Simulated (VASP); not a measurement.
Crystal: Mg.

```
Mg
1.0
     3.20930    0.00000    0.00000
    -1.60465    2.77934    0.00000
     0.00000    0.00000    5.21030
Mg
2
Direct
  0.66667 0.33333 0.75000
  0.33333 0.66667 0.25000
```

- Program: VASP 6.6.1
- Task: relaxation of cell and atoms
- Functional: BLYP
- Dispersion: D4
- Potentials or basis: VASP PAW PBE potentials, release 64 (Mg)
- Cutoff: 600 eV
- k mesh: 10 × 10 × 5
- Occupations: fermi-dirac, width 0.05 eV
- Spin: no spin polarisation

At the start: pressure 14.2 GPa; volume 23.24 Å³/atom.

Where does the relaxation end?

Over 30 steps the energy falls by 4.3 meV/atom and the volume is 23.22 Å³/atom (-0.1 %); space group P6_3/mmc (No. 194, to 0.05 Å).

The path:
| step | energy change (eV) | largest force (eV/Å) | pressure (GPa) | volume (Å³) |
| --- | --- | --- | --- | --- |
| 1 | 0.0000 | 0.0000 | 14.17 | 46.47 |
| 2 | 0.4033 | 0.0000 | -5.56 | 61.71 |
| 3 | 0.2190 | 0.0000 | -5.03 | 56.18 |
| 4 | 0.1297 | 0.0000 | -4.39 | 53.14 |
| 5 | 0.0480 | 0.0000 | -3.26 | 49.73 |
| 6 | 0.0185 | 0.0000 | -2.51 | 48.09 |
| 7 | 0.0070 | 0.0000 | -2.09 | 47.28 |
| 8 | 0.0021 | 0.0000 | -1.86 | 46.87 |
| 9 | -0.0001 | 0.0000 | -1.74 | 46.67 |
| 10 | -0.0011 | 0.0000 | -1.53 | 46.57 |
| 11 | -0.0014 | 0.0000 | -0.08 | 46.52 |
| 12 | -0.0014 | 0.0000 | 0.05 | 46.52 |
| 13 | -0.0035 | 0.0000 | -0.15 | 46.53 |
| 14 | -0.0072 | 0.0000 | -1.22 | 46.53 |
| 15 | -0.0048 | 0.0000 | -1.53 | 46.50 |
| 16 | -0.0079 | 0.0000 | -1.49 | 46.53 |
| 17 | -0.0084 | 0.0000 | -0.02 | 46.47 |
| 18 | -0.0084 | 0.0000 | 0.57 | 46.46 |
| 19 | -0.0084 | 0.0000 | 0.40 | 46.46 |
| 20 | -0.0084 | 0.0000 | 0.48 | 46.46 |
| 21 | -0.0085 | 0.0000 | 0.73 | 46.45 |
| 22 | -0.0086 | 0.0000 | 1.10 | 46.42 |
| 23 | -0.0086 | 0.0000 | 0.35 | 46.43 |
| 24 | -0.0086 | 0.0000 | 0.30 | 46.43 |
| 25 | -0.0086 | 0.0000 | 0.25 | 46.43 |
| 26 | -0.0086 | 0.0000 | 0.12 | 46.43 |
| 27 | -0.0086 | 0.0000 | -0.13 | 46.44 |
| 28 | -0.0086 | 0.0000 | -0.19 | 46.44 |
| 29 | -0.0086 | 0.0000 | -0.06 | 46.44 |
| 30 | -0.0086 | 0.0000 | 0.01 | 46.44 |

Final structure:
```cif
data_structure
_symmetry_space_group_name_H-M 'P 1'
_symmetry_Int_Tables_number 1
_cell_length_a 3.1614
_cell_length_b 3.1614
_cell_length_c 5.3655
_cell_angle_alpha 90.000
_cell_angle_beta 90.000
_cell_angle_gamma 120.000
_cell_volume 46.44
loop_
_atom_site_label
_atom_site_type_symbol
_atom_site_fract_x
_atom_site_fract_y
_atom_site_fract_z
_atom_site_occupancy
Mg1 Mg 0.66667 0.33333 0.75000 1
Mg2 Mg 0.33333 0.66667 0.25000 1
```

Caveat: the PAW data sets were made with another functional, which shifts forces and pressure a little; pairwise dispersion overbinds metals, which lowers pressure and volume.
